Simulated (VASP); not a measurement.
# Al (P6_3/mmc) in VASP: notebook, part 2 of 3

VASP 6.6.1.

## Step 3: Single point, r2SCAN (strain +0.025 along x and y, +0.050 along z)

File POSCAR:

```
Al
1.0
    2.8827667353      0.0000000000      0.0000000000
   -1.4413833676      2.4965492260      0.0000000000
    0.0000000000      0.0000000000      5.1101925000
Al
2
Direct
    0.6666666667      0.3333333333      0.7500000000
    0.3333333333      0.6666666667      0.2500000000
```

File INCAR.step1:

```
SYSTEM = Al
PREC     = Accurate       ! precision mode
ENCUT    = 520            ! plane-wave cutoff, eV
ISMEAR   = 0              ! smearing method
SIGMA    = 0.15           ! smearing width, eV
LREAL    = .False.        ! projectors in reciprocal space
LASPH    = .True.         ! aspherical terms in the spheres
NELM     = 60             ! most SCF steps
NBANDS   = 10             ! bands
GGA      = PE             ! functional
ALGO     = Normal         ! electronic algorithm
EDIFF    = 1E-4           ! SCF threshold, eV
LWAVE    = .True.         ! write WAVECAR
LCHARG   = .False.        ! write CHGCAR
```

File INCAR.step2:

```
SYSTEM = Al
PREC     = Accurate       ! precision mode
ENCUT    = 520            ! plane-wave cutoff, eV
EDIFF    = 1E-7           ! SCF threshold, eV
ISMEAR   = 0              ! smearing method
SIGMA    = 0.15           ! smearing width, eV
LREAL    = .False.        ! projectors in reciprocal space
LASPH    = .True.         ! aspherical terms in the spheres
NELM     = 60             ! most SCF steps
ALGO     = Normal         ! electronic algorithm
ISIF     = 2              ! what is computed and relaxed
LWAVE    = .False.        ! write WAVECAR
LCHARG   = .False.        ! write CHGCAR
METAGGA  = R2SCAN         ! meta-GGA
LMIXTAU  = .True.       
NBANDS   = 10             ! bands
ISTART   = 1
```

File KPOINTS:

```
regular mesh
0
Gamma
  18 18 10
  0 0 0
```

Potentials or basis: VASP PAW PBE potentials, release 64 (Al).

On the command line:

```bash
> cat potpaw_PBE.64/Al/POTCAR > POTCAR
> cp INCAR.step1 INCAR
> mpirun -np 1 vasp_std > vasp.out
> cp INCAR.step2 INCAR
> mpirun -np 1 vasp_std > vasp.out
```

OUTCAR:

```text
SYSTEM = Al
   PREC = Accurate
   ENCUT = 520
   EDIFF = 1E-7
   ISMEAR = 0
   LREAL = .False.
   LASPH = .True.
   NELM = 60
   ISIF = 2
   METAGGA = R2SCAN
   ISTART = 1

 ion  position               nearest neighbor table
   1  0.667  0.333  0.750-   2 3.05   2 3.05   2 3.05   2 3.05   2 3.05   2 3.05
   2  0.333  0.667  0.250-   1 3.05   1 3.05   1 3.05   1 3.05   1 3.05   1 3.05

  LATTYP: Found a hexagonal cell.
 ALAT       =     2.8827667353
 C/A-ratio  =     1.7726694420

  Lattice vectors:

 A1 = (   2.8827667353,   0.0000000000,   0.0000000000)
 A2 = (  -1.4413833676,   2.4965492260,   0.0000000000)
 A3 = (   0.0000000000,   0.0000000000,   5.1101925000)

Analysis of symmetry for initial positions (statically):
=====================================================================
 Subroutine PRICEL returns:
 Original cell was already a primitive cell.

 Routine SETGRP: Setting up the symmetry group for a
 hexagonal supercell.

 Subroutine GETGRP returns: Found 24 space group operations
 (whereof 12 operations were pure point group operations)
 out of a pool of 24 trial point group operations.

The static configuration has the point symmetry D_3d.
 The point group associated with its full space group is D_6h.

Analysis of symmetry for dynamics (positions and initial velocities):
=====================================================================
 Subroutine PRICEL returns:
 Original cell was already a primitive cell.

 Routine SETGRP: Setting up the symmetry group for a
 hexagonal supercell.

 Subroutine GETGRP returns: Found 24 space group operations
 (whereof 12 operations were pure point group operations)
 out of a pool of 24 trial point group operations.

The dynamic configuration has the point symmetry D_3d.
 The point group associated with its full space group is D_6h.

 Subroutine INISYM returns: Found 24 space group operations
 (whereof 12 operations are pure point group operations),
 and found     1 'primitive' translations

----------------------------------------------------------------------------------------

                                     Primitive cell

  volume of cell :      36.7779

  direct lattice vectors                    reciprocal lattice vectors
     2.882766735  0.000000000  0.000000000     0.346888976  0.200276443  0.000000000
    -1.441383368  2.496549226  0.000000000     0.000000000  0.400552887  0.000000000
     0.000000000  0.000000000  5.110192500     0.000000000  0.000000000  0.195687344

  length of vectors
     2.882766735  2.882766735  5.110192500     0.400552887  0.400552887  0.195687344

  position of ions in fractional coordinates (direct lattice)
     0.666666667  0.333333333  0.750000000
     0.333333333  0.666666667  0.250000000

  ion indices of the primitive-cell ions
   primitive index   ion index
                 1           1
                 2           2

----------------------------------------------------------------------------------------

 KPOINTS: regular mesh

Automatic generation of k-mesh.
 Grid dimensions read from file:
 generate k-points for:   18   18   10

 Generating k-lattice:

  Cartesian coordinates                     Fractional coordinates (reciprocal lattice)
     0.019271610  0.011126469  0.000000000     0.055555556  0.000000000  0.000000000
     0.000000000  0.022252938  0.000000000     0.000000000  0.055555556  0.000000000
     0.000000000  0.000000000  0.019568734     0.000000000  0.000000000  0.100000000

  Length of vectors
     0.022252938  0.022252938  0.019568734

  Shift w.r.t. Gamma in fractional coordinates (k-lattice)
     0.000000000  0.000000000  0.000000000

 Subroutine IBZKPT returns following result:
 ===========================================

 Found    222 irreducible k-points:

 Following reciprocal coordinates:
            Coordinates               Weight
  0.000000  0.000000  0.000000      1.000000
  0.055556  0.000000  0.000000      6.000000
  0.111111  0.000000  0.000000      6.000000
  0.166667  0.000000  0.000000      6.000000
  0.222222  0.000000  0.000000      6.000000
  0.277778 -0.000000  0.000000      6.000000
[... 16 lines left out ...]
  0.333333  0.111111  0.000000     12.000000
  0.388889  0.111111  0.000000     12.000000
 [... further k-points ...]
   k-points           NKPTS =    222   k-points in BZ     NKDIM =    222   number of bands    NBANDS=     10
   number of dos      NEDOS =    301   number of ions     NIONS =      2
   total plane-waves  NPLWV =  23040
   dimension x,y,z NGX =    24 NGY =   24 NGZ =   40
   dimension x,y,z NGXF=    48 NGYF=   48 NGZF=   80
   ions per type =               2
   NGX,Y,Z   is equivalent  to a cutoff of  13.84, 13.84, 13.01 a.u.
   NGXF,Y,Z  is equivalent  to a cutoff of  27.68, 27.68, 26.03 a.u.
 SYSTEM =  Al
   PREC   = accura    normal or accurate (medium, high low for compatibility)
   ISTART =      1    job   : 0-new  1-cont  2-samecut
   ICHARG =      0    charge: 1-file 2-atom 10-const
   ISPIN  =      1    spin polarized calculation?
   LNONCOLLINEAR =      F non collinear calculations
   LSORBIT =      F    spin-orbit coupling
   LASPH  =      T    aspherical Exc in radial PAW
   ENCUT  =  520.0 eV  38.22 Ry    6.18 a.u.   5.36  5.36  9.50*2*pi/ulx,y,z
   NELM   =     60;   NELMIN=  2; NELMDL=  0     # of ELM steps
   EDIFF  = 0.1E-06   stopping-criterion for ELM
   LREAL  =      F    real-space projection
   EDIFFG = 0.1E-05   stopping-criterion for IOM
   NSW    =      0    number of steps for IOM
   IBRION =     -1    ionic relax: 0-MD 1-quasi-New 2-CG
   NFREE  =      0    steps in history (QN), initial steepest desc. (CG)
   ISIF   =      2    stress and relaxation
   ISYM   =      2    0-nonsym 1-usesym 2-fastsym
   POTIM  = 0.5000    time-step for ionic-motion
   TEBEG  =    0.0;   TEEND  =   0.0 temperature during run
   PSTRESS=    0.0 pullay stress
   NELECT =       6.0000    total number of electrons
   NUPDOWN=      -1.0000    fix difference up-down
   EMIN   =  10.00;   EMAX   =-10.00  energy-range for DOS
   EFERMI =   0.00;   METHOD = LEGACY
   ISMEAR =     0;   SIGMA  =   0.15  broadening in eV -4-tet -1-fermi 0-gaus
   EFERMI_NEDOS =   21; number of points for ismear=-14 and -15
   IALGO  =     38    algorithm
   IMIX   =      4    mixing-type and parameters
     AMIX     =   0.40;   BMIX     =  1.00
     AMIX_MAG =   1.60;   BMIX_MAG =  1.00
  volume/ion in A,a.u.               =      18.39       124.09
  Fermi-wavevector in a.u.,A,eV,Ry     =   0.894533  1.690422 10.887232  0.800189
  Thomas-Fermi vector in A             =   2.016750
   LORBIT       =      0    0 simple, 1 ext, 2 COOP (PROOUT), +10 PAW based schemes
   METAGGA = R2SCAN    functional components
   LHFCALC =     F    Hartree Fock is set to
   AEXX    =    0.0000 exact exchange contribution
   IVDW    =     0    specifies the selected vdW correction
   LEPSILON=     F    determine dielectric tensor
   LRPA    =     F    only Hartree local field effects (RPA)
 non-spin polarized calculation
 Gauss-broadening in eV      SIGMA  =   0.15
  energy-cutoff  :      520.00
  volume of cell :       36.78
 maximum number of plane-waves:      1027
 NGX is ok and might be reduce to    24
   NGX = 11   NGY = 11   NGZ = 19

 number of electron       6.0000000 magnetization

 Free energy of the ion-electron system (eV)
  ---------------------------------------------------
  ext. energy  EPLUGINS =         0.00000000
  ---------------------------------------------------
  free energy    TOTEN  =       -13.23434188 eV

  energy without entropy =      -13.22506875  energy(sigma->0) =      -13.22970532

 E-fermi :   6.9012     XC(G=0): -10.5152

 val. band max:        6.8991903111   @ k =   0.3333   0.0000   0.0000
 cond. band min:       6.9046448510   @ k =   0.2222   0.0000   0.3000
 fundamental gap:      0.0054545399
 Fermi energy:         6.9012349749

 k-point     1 :       0.0000    0.0000    0.0000
  band No.  band energies     occupation
      1      -4.1761      2.00000
      2       1.5479      2.00000
      3       1.9897      2.00000
      4      17.8196      0.00000
      5      18.4670      0.00000
      6      18.7001      0.00000
      7      18.7001      0.00000
      8      19.0020      0.00000
      9      19.0020      0.00000
     10      22.0195      0.00000
[... 287 lines left out ...]
 k-point    24 :       0.3889    0.1111    0.0000
  band No.  band energies     occupation
      1       0.9753      2.00000
      2       3.6305      2.00000
      3       6.6261      1.99051
      4       6.9139      0.90497
      5       9.0677      0.00000
      6       9.7221      0.00000
      7      10.7997      0.00000
      8      15.6565      0.00000
      9      16.4347      0.00000
     10      18.2576      0.00000

 [... further k-points ...]
[... 5 lines left out ...]
  --------------------------------------------------------------------------------------
  -------------------------------------------------------------------------------------
  Total       -1.8254996     -1.8254996     -2.3456865     -0.0000000      0.0000000      0.0000000
  in kB      -79.5253211    -79.5253211   -102.1865288     -0.0000000      0.0000000      0.0000000
  external PRESSURE =     -87.0790570 kB  Pullay stress =       0.0000000 kB

 VOLUME and BASIS-vectors are now :
 -----------------------------------------------------------------------------
  energy-cutoff  :      520.00
  volume of cell :       36.78
      direct lattice vectors                 reciprocal lattice vectors
     2.882766735  0.000000000  0.000000000     0.346888976  0.200276443  0.000000000
    -1.441383368  2.496549226  0.000000000     0.000000000  0.400552887  0.000000000
     0.000000000  0.000000000  5.110192500     0.000000000  0.000000000  0.195687344

 POSITION                                       TOTAL-FORCE (eV/Angst)
 -----------------------------------------------------------------------------------
      1.44138      0.83218      3.83264         0.000000     -0.000000      0.000000
     -0.00000      1.66437      1.27755        -0.000000      0.000000     -0.000000
 -----------------------------------------------------------------------------------
    total drift:                                0.000000     -0.000000     -0.000000

  FREE ENERGIE OF THE ION-ELECTRON SYSTEM (eV)
  ---------------------------------------------------
  free  energy   TOTEN  =       -13.2343418818 eV

  energy  without entropy=      -13.2250687488  energy(sigma->0) =      -13.22970532
```

Wall time 3.1 min (1 thread of AMD EPYC 9R45 (Zen 5), shared host); peak memory 0.18 GiB.

Results:

| Quantity | Value |
| --- | --- |
| Free energy | -13.2343 eV |
| Pressure | -8.7 GPa |
| Band gap on the k mesh | zero (band 3 reaches 10.45 eV, above the bottom of band 4 at 3.88 eV) |

Stress tensor (GPa, compression positive):
```
 -7.95   0.00   0.00
  0.00  -7.95   0.00
  0.00   0.00 -10.22
```

Levels at points of the mesh, in eV from the Fermi level:
| k point | band 1 | band 2 | band 3 | band 4 | band 5 | band 6 | band 7 | band 8 |
| --- | --- | --- | --- | --- | --- | --- | --- | --- |
| (0.00, 0.00, 0.00) | -11.08 | -5.35 | -4.91 | 10.92 | 11.57 | 11.80 | 11.80 | 12.10 |
| (0.50, 0.00, 0.00) | -4.91 | -4.85 | 0.39 | 0.69 | 1.15 | 1.57 | 6.51 | 8.07 |
| (0.00, 0.00, 0.50) | -9.57 | -9.57 | 2.02 | 2.02 | 12.90 | 12.90 | 12.90 | 12.90 |
| (0.50, 0.00, 0.50) | -3.76 | -3.76 | -3.03 | -3.03 | 7.51 | 7.51 | 7.56 | 7.56 |

Caveat: the cell differs from its parent crystal (strain +0.025 along x and y, +0.050 along z); the PAW data sets were made with another functional, which shifts forces and pressure a little.

## Step 4: Single point, r2SCAN (strain -0.050 along x and y, -0.050 along z)

File POSCAR:

```
Al
1.0
    2.6718325839      0.0000000000      0.0000000000
   -1.3359162919      2.3138748923      0.0000000000
    0.0000000000      0.0000000000      4.6235075000
Al
2
Direct
    0.6666666667      0.3333333333      0.7500000000
    0.3333333333      0.6666666667      0.2500000000
```

File INCAR.step1:

```
ALGO     = Normal         # electronic algorithm
EDIFF    = 1E-4           # SCF threshold, eV
ENCUT    = 520            # plane-wave cutoff, eV
GGA      = PE             # functional
ISMEAR   = 0              # smearing method
LASPH    = T              # aspherical terms in the spheres
LCHARG   = F              # write CHGCAR
LREAL    = F              # projectors in reciprocal space
LWAVE    = T              # write WAVECAR
NBANDS   = 10             # bands
NELM     = 60             # most SCF steps
PREC     = Accurate       # precision mode
SIGMA    = 0.15           # smearing width, eV
```

File INCAR.step2:

```
ALGO     = Normal         # electronic algorithm
EDIFF    = 1E-6           # SCF threshold, eV
ENCUT    = 520            # plane-wave cutoff, eV
ISIF     = 2              # what is computed and relaxed
ISMEAR   = 0              # smearing method
ISTART   = 1            
LASPH    = T              # aspherical terms in the spheres
LCHARG   = T              # write CHGCAR
LELF     = T              # ELF
LMIXTAU  = T            
LREAL    = F              # projectors in reciprocal space
LVHAR    = T            
LWAVE    = F              # write WAVECAR
METAGGA  = R2SCAN         # meta-GGA
NBANDS   = 10             # bands
NELM     = 60             # most SCF steps
PREC     = Accurate       # precision mode
SIGMA    = 0.15           # smearing width, eV
```

File KPOINTS:

```
k-points
0
Gamma
  18 18 10
```

On the command line:

```bash
> cat potpaw_PBE.64/Al/POTCAR > POTCAR
> cp INCAR.step1 INCAR
> mpirun -np 1 vasp_std > vasp.out
> cp INCAR.step2 INCAR
> mpirun -np 1 vasp_std > vasp.out
```

Wall time 2.1 min (1 thread of Intel Xeon Platinum 8259CL at 2.50GHz (Skylake/Cascade Lake), shared host); peak memory 0.17 GiB.

The run converged. Its results:

```
Free energy            : -13.2663 eV
Pressure               : 12.9 GPa
Band gap on the k mesh : zero (band 3 reaches 13.77 eV, above the bottom of band 4 at 6.23 eV)
```

Stress tensor (GPa, compression positive):
```
15.21  0.00  0.00
 0.00 15.21  0.00
 0.00  0.00  8.38
```

Levels at points of the mesh, in eV from the Fermi level:
| k point | band 1 | band 2 | band 3 | band 4 | band 5 | band 6 |
| --- | --- | --- | --- | --- | --- | --- |
| (0.00, 0.00, 0.00) | -12.91 | -5.98 | -5.53 | 12.51 | 13.29 | 13.29 |
| (0.50, 0.00, 0.00) | -5.95 | -5.72 | 0.58 | 1.00 | 1.12 | 1.91 |
| (0.00, 0.00, 0.50) | -11.09 | -11.09 | 2.76 | 2.76 | 14.15 | 14.15 |
| (0.50, 0.00, 0.50) | -4.65 | -4.65 | -3.37 | -3.37 | 8.06 | 8.06 |

Caveat: the cell differs from its parent crystal (strain -0.050 along x and y, -0.050 along z); the PAW data sets were made with another functional, which shifts forces and pressure a little.

[end of part 2 of 3]
